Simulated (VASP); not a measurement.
# Al (P4/mmm) in VASP: notebook, part 2 of 2

VASP 6.6.1. The steps go on from the part before.

**3. Single point, PBE**

This run uses another cell than the first one, of 27.71 Å³/atom, 1.228 times its volume.

Input file INCAR:

```
PREC = Accurate
ENCUT = 520
EDIFF = 1E-6
ISMEAR = 0
SIGMA = 0.1
LREAL = F
LASPH = T
NELM = 100
ALGO = Fast
ISIF = 2
LWAVE = F
LCHARG = F
GGA = PE
NBANDS = 14
```

Input file KPOINTS:

```
Automatic mesh
0
Gamma
  4 4 8
```

Input file POSCAR:

```
Al
1.0
    6.3640995828      0.0000000000      0.0000000000
    0.0000000000      6.3640995828      0.0000000000
    0.0000000000      0.0000000000      2.7365408095
Al
4
Direct
    0.2076086213      0.5000000000      0.0000000000
    0.7923913787      0.5000000000      0.0000000000
    0.5000000000      0.2076086213      0.0000000000
    0.5000000000      0.7923913787      0.0000000000
```

Potentials or basis: VASP PAW PBE potentials, release 64 (Al).

On the command line:

```sh
$ cat potpaw_PBE.64/Al/POTCAR > POTCAR
$ mpirun -np 1 vasp_std > vasp.out
```

Run time: 20 s. Hardware: 1 thread of Intel Xeon Platinum 8559C (Emerald Rapids), shared host; peak memory 0.2 GiB.

The run converged. Its results:

```
Free energy            : -12.8165 eV
Pressure               : 0.0 GPa
Band gap on the k mesh : zero (band 6 reaches 3.27 eV, above the bottom of band 7 at 2.18 eV)
```

Forces in eV/Å, atoms in the order of the input:
```
Al  -0.002  0.000  0.000
Al   0.002  0.000  0.000
Al   0.000 -0.002  0.000
Al   0.000  0.002  0.000
```

Levels at points of the mesh, in eV from the Fermi level:
| k point | band 4 | band 5 | band 6 | band 7 | band 8 | band 9 |
| --- | --- | --- | --- | --- | --- | --- |
| (0.00, 0.00, 0.00) | -5.21 | -3.52 | -1.15 | 0.78 | 0.78 | 3.16 |
| (0.50, 0.00, 0.00) | -4.72 | -2.05 | -1.52 | 0.18 | 0.95 | 3.59 |
| (0.50, 0.50, 0.00) | -2.81 | -1.10 | -1.10 | -0.92 | 1.13 | 2.50 |
| (0.00, 0.00, 0.50) | -0.88 | -0.72 | -0.72 | -0.39 | -0.39 | -0.02 |
| (0.50, 0.00, 0.50) | -2.16 | -0.62 | -0.54 | -0.33 | 0.34 | 1.55 |
| (0.50, 0.50, 0.50) | -2.63 | -2.13 | -2.13 | 0.90 | 2.23 | 2.23 |

**4. Relaxation of cell and atoms, PBE**

Input file INCAR:

```
PREC = Accurate ; ENCUT = 600
EDIFF = 1E-6 ; ISMEAR = 0
SIGMA = 0.1 ; LREAL = F
LASPH = T ; NELM = 60
ALGO = Normal ; ISIF = 3
LWAVE = F ; LCHARG = F
GGA = PE ; IBRION = 2
NSW = 90 ; EDIFFG = -0.04
```

Input file KPOINTS:

```
regular mesh
0
Gamma
  4 4 8
```

Input file POSCAR:

```
Al
1.0
    6.0167631900      0.0000000000      0.0000000000
    0.0000000000      6.0167631900      0.0000000000
    0.0000000000      0.0000000000      2.4930007600
Al
4
Direct
    0.2070418300      0.5000000000      0.0000000000
    0.7929581700      0.5000000000      0.0000000000
    0.5000000000      0.2070418300      0.0000000000
    0.5000000000      0.7929581700      0.0000000000
```

On the command line:

```sh
$ cat potpaw_PBE.64/Al/POTCAR > POTCAR
$ mpirun -np 1 vasp_std > vasp.out
```

Wall time 56 s (1 thread of Intel Xeon Platinum 8559C (Emerald Rapids), shared host); peak memory 0.21 GiB.

Results (log left out):

```
Free energy                            : -12.8161 eV
Relaxed volume                         : 27.69 Å³/atom
Relaxed cell                           : a = 6.361 Å, b = 6.361 Å, c = 2.737 Å, α = 90.00°, β = 90.00°, γ = 90.00°
Space group after relaxing (to 0.05 Å) : P4/mmm (No. 123)
Energy gained by relaxing              : 184.5 meV/atom
Ionic steps                            : 7
Pressure after relaxing                : 0.0 GPa
Band gap on the k mesh                 : zero (band 6 reaches 3.27 eV, above the bottom of band 7 at 2.19 eV)
```

The path:
```csv
step,energy change (eV),largest force (eV/Å),pressure (GPa),volume (Å³)
1,0.0000,0.2424,12.22,90.25
2,-0.7052,0.1756,-1.22,114.50
3,-0.7287,0.1628,0.30,109.82
4,-0.7286,0.1644,0.15,110.24
5,-0.7361,0.0826,-0.16,111.12
6,-0.7369,0.0498,-0.27,111.50
7,-0.7378,0.0007,0.01,110.74
```

Final structure:
```yaml
crystal:
  lattice:
    - [6.36091, 0.00000, 0.00000]
    - [0.00000, 6.36091, 0.00000]
    - [0.00000, 0.00000, 2.73696]
  atoms:
    - { symbol: Al, position: [0.20756, 0.50000, 0.00000] }
    - { symbol: Al, position: [0.79244, 0.50000, 0.00000] }
    - { symbol: Al, position: [0.50000, 0.20756, 0.00000] }
    - { symbol: Al, position: [0.50000, 0.79244, 0.00000] }
```

Levels at points of the mesh, in eV from the Fermi level:
```
           k point  band 4  band 5  band 6  band 7  band 8  band 9
(0.00, 0.00, 0.00)   -5.21   -3.52   -1.15    0.79    0.79    3.16
(0.50, 0.00, 0.00)   -4.72   -2.05   -1.52    0.19    0.95    3.60
(0.50, 0.50, 0.00)   -2.81   -1.10   -1.10   -0.91    1.13    2.50
(0.00, 0.00, 0.50)   -0.88   -0.72   -0.72   -0.39   -0.39   -0.02
(0.50, 0.00, 0.50)   -2.16   -0.63   -0.54   -0.33    0.34    1.54
(0.50, 0.50, 0.50)   -2.63   -2.13   -2.13    0.90    2.23    2.23
```

Caveat: the volume moved by over 15 % at a fixed basis, so the end points are rough.

**5. Single point, PBE**

This run uses another cell than the first one, of 27.67 Å³/atom, 1.226 times its volume.

Input file INCAR:

```
SYSTEM = Al
PREC = Accurate
ENCUT = 520
EDIFF = 1E-6
ISMEAR = 0
SIGMA = 0.1
LREAL = .FALSE.
LASPH = .TRUE.
NELM = 100
ALGO = Fast
ISIF = 2
LWAVE = .FALSE.
LCHARG = .FALSE.
GGA = PE
NBANDS = 14
```

Input file KPOINTS:

```
Automatic mesh
0
G
  8 8 16
  0 0 0
```

Input file POSCAR:

```
Al
1.0
    6.3840186785      0.0000000000      0.0000000000
    0.0000000000      6.3840186785      0.0000000000
    0.0000000000      0.0000000000      2.7157129813
Al
4
Direct
    0.2064703353      0.5000000000      0.0000000000
    0.7935296647      0.5000000000      0.0000000000
    0.5000000000      0.2064703353      0.0000000000
    0.5000000000      0.7935296647      0.0000000000
```

On the command line:

```sh
$ cat potpaw_PBE.64/Al/POTCAR > POTCAR
$ mpirun -np 1 vasp_std > vasp.out
```

It took 68 s on 1 thread of Intel Xeon Platinum 8559C (Emerald Rapids), shared host; peak memory 0.3 GiB.

It converged, with:

```yaml
Free_energy: -12.8255 eV
Pressure: 0.0 GPa
Band_gap_on_the_k_mesh: zero (band 6 reaches 3.64 eV, above the bottom of band 7 at 2.07 eV)
```

Levels at points of the mesh, in eV from the Fermi level:
| k point | band 2 | band 3 | band 4 | band 5 | band 6 | band 7 | band 8 | band 9 | band 10 | band 11 |
| --- | --- | --- | --- | --- | --- | --- | --- | --- | --- | --- |
| (0.00, 0.00, 0.00) | -6.00 | -5.37 | -5.37 | -3.66 | -1.30 | 0.60 | 0.60 | 3.01 | 4.97 | 5.05 |
| (0.50, 0.00, 0.00) | -7.39 | -5.26 | -4.88 | -2.19 | -1.68 | 0.00 | 0.78 | 3.39 | 3.77 | 4.91 |
| (0.50, 0.50, 0.00) | -7.34 | -7.34 | -2.95 | -1.27 | -1.27 | -1.15 | 0.99 | 2.31 | 3.71 | 3.71 |
| (0.00, 0.00, 0.50) | -3.68 | -1.44 | -1.03 | -0.75 | -0.75 | -0.52 | -0.52 | -0.06 | 2.27 | 2.57 |
| (0.50, 0.00, 0.50) | -3.32 | -2.79 | -2.29 | -0.68 | -0.58 | -0.46 | 0.19 | 1.50 | 1.84 | 3.87 |
| (0.50, 0.50, 0.50) | -2.73 | -2.73 | -2.73 | -2.26 | -2.26 | 0.87 | 2.16 | 2.16 | 2.23 | 3.05 |

**6. Relaxation of cell and atoms, PBE**

This run uses another cell than the first one, of 27.71 Å³/atom, 1.228 times its volume.

Input file INCAR:

```
PREC     = Accurate       # precision mode
ENCUT    = 600            # plane-wave cutoff, eV
EDIFF    = 1E-6           # SCF threshold, eV
ISMEAR   = 0              # smearing method
SIGMA    = 0.1            # smearing width, eV
LREAL    = False          # projectors in reciprocal space
LASPH    = True           # aspherical terms in the spheres
NELM     = 100            # most SCF steps
ALGO     = Fast           # electronic algorithm
ISIF     = 3              # what is computed and relaxed
LWAVE    = False          # write WAVECAR
LCHARG   = False          # write CHGCAR
GGA      = PE             # functional
IBRION   = 2              # ionic algorithm
NSW      = 100            # ionic steps
EDIFFG   = -0.01          # ionic threshold
```

Input file KPOINTS:

```
Automatic mesh
0
Gamma
  8 8 16
```

Input file POSCAR:

```
Al
1.0
    6.3640995828      0.0000000000      0.0000000000
    0.0000000000      6.3640995828      0.0000000000
    0.0000000000      0.0000000000      2.7365408095
Al
4
Direct
    0.2076086213      0.5000000000      0.0000000000
    0.7923913787      0.5000000000      0.0000000000
    0.5000000000      0.2076086213      0.0000000000
    0.5000000000      0.7923913787      0.0000000000
```

Potentials or basis: VASP PAW PBE potentials, release 64 (Al).

On the command line:

```sh
$ cat potpaw_PBE.64/Al/POTCAR > POTCAR
$ mpirun -np 1 vasp_std > vasp.out
```

It took 3 min on 1 thread of Intel Xeon Platinum 8559C (Emerald Rapids), shared host; peak memory 0.34 GiB.

Results (log left out):

| Quantity | Value |
| --- | --- |
| Free energy | -12.8256 eV |
| Relaxed volume | 27.68 Å³/atom |
| Relaxed cell | a = 6.383 Å, b = 6.383 Å, c = 2.718 Å, α = 90.00°, β = 90.00°, γ = 90.00° |
| Space group after relaxing (to 0.05 Å) | P4/mmm (No. 123) |
| Energy gained by relaxing | 1.1 meV/atom |
| Ionic steps | 3 |
| Pressure after relaxing | 0.0 GPa |
| Largest force after relaxing | 0.005 eV/Å |
| Band gap on the k mesh | zero (band 6 reaches 3.63 eV, above the bottom of band 7 at 2.08 eV) |

Forces on the atoms (eV/Å):
```
Al   0.005  0.000  0.000
Al  -0.005  0.000  0.000
Al   0.000  0.005  0.000
Al   0.000 -0.005  0.000
```

The path:
| step | energy change (eV) | largest force (eV/Å) | pressure (GPa) | volume (Å³) |
| --- | --- | --- | --- | --- |
| 1 | 0.0000 | 0.1368 | -0.03 | 110.83 |
| 2 | -0.0044 | 0.0124 | -0.02 | 110.75 |
| 3 | -0.0045 | 0.0054 | -0.02 | 110.73 |

Final structure:
```xyz
4
Lattice="6.3831 0.0000 0.0000 0.0000 6.3831 0.0000 0.0000 0.0000 2.7178" Properties=species:S:1:pos:R:3 pbc="T T T"
Al    1.3176    3.1916    0.0000
Al    5.0655    3.1916    0.0000
Al    3.1916    1.3176    2.7178
Al    3.1916    5.0655    0.0000
```

Levels at points of the mesh, in eV from the Fermi level:
```tsv
k point	band 3	band 4	band 5	band 6	band 7	band 8	band 9	band 10
(0.00, 0.00, 0.00)	-5.36	-5.36	-3.65	-1.29	0.61	0.61	3.02	4.98
(0.50, 0.00, 0.00)	-5.25	-4.88	-2.19	-1.68	0.01	0.79	3.39	3.77
(0.50, 0.50, 0.00)	-7.33	-2.94	-1.26	-1.26	-1.14	0.99	2.31	3.71
(0.00, 0.00, 0.50)	-1.45	-1.03	-0.76	-0.76	-0.52	-0.52	-0.07	2.26
(0.50, 0.00, 0.50)	-2.80	-2.29	-0.68	-0.59	-0.46	0.19	1.50	1.83
(0.50, 0.50, 0.50)	-2.74	-2.72	-2.25	-2.25	0.86	2.15	2.15	2.24
```

**7. Overview**

```csv
task,cell,k mesh,cutoff (eV),gap on the mesh (eV),pressure (GPa),relaxed volume (Å³/atom),largest force (eV/Å)
single point,"a = 6.017, b = 6.017, c = 2.493 Å, 4 atoms",4 × 4 × 8,520,none,12.2,-,0.24
single point,"a = 6.364, b = 6.364, c = 2.737 Å, 4 atoms",4 × 4 × 8,520,none,0.0,-,-
relaxation of cell and atoms,"relaxed from a = 6.017, b = 6.017, c = 2.493 Å, 4 atoms",4 × 4 × 8,600,none,0.0,27.69,-
single point,"a = 6.384, b = 6.384, c = 2.716 Å, 4 atoms",8 × 8 × 16,520,none,0.0,-,-
relaxation of cell and atoms,"relaxed from a = 6.364, b = 6.364, c = 2.737 Å, 4 atoms",8 × 8 × 16,600,none,0.0,27.68,0.01
```

Alike in all rows: level PBE; potentials or basis VASP PAW PBE potentials, release 64 (Al); no spin polarisation; smearing gaussian 0.1 eV.

Caveats: the volume moved by over 15 % at a fixed basis, so the end points are rough (some runs).

Total energies depend on the potentials used, so only differences within one code and one set of settings carry meaning.
